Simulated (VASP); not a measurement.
The system is KBr.

```xyz
2
Lattice="0.0000 3.3022 3.3022 3.3022 0.0000 3.3022 3.3022 3.3022 0.0000" Properties=species:S:1:pos:R:3 pbc="T T T"
K     0.0000    0.0000    0.0000
Br    3.3022    3.3022    3.3022
```

Base run:

```yaml
Program: VASP 6.6.1
Functional: PBE0
Potentials_or_basis: VASP PAW PBE potentials, release 64 (K_sv, Br)
Cutoff: 520 eV
k_mesh: 4 × 4 × 4
Occupations: gaussian, width 0.01 eV
Spin: no spin polarisation
```

Its results: band gap on the k mesh 6.32 eV; pressure 0.4 GPa.

Q: The run is repeated on the same cell with these changes: functional from PBE0 to r2SCANh; share of exact exchange from 0.25 to 0.1. What comes out?

A: Band gap on the k mesh 5.71 eV; pressure 0.0 GPa.

Caveats: the PAW data sets were made with another functional, which shifts forces and pressure a little.

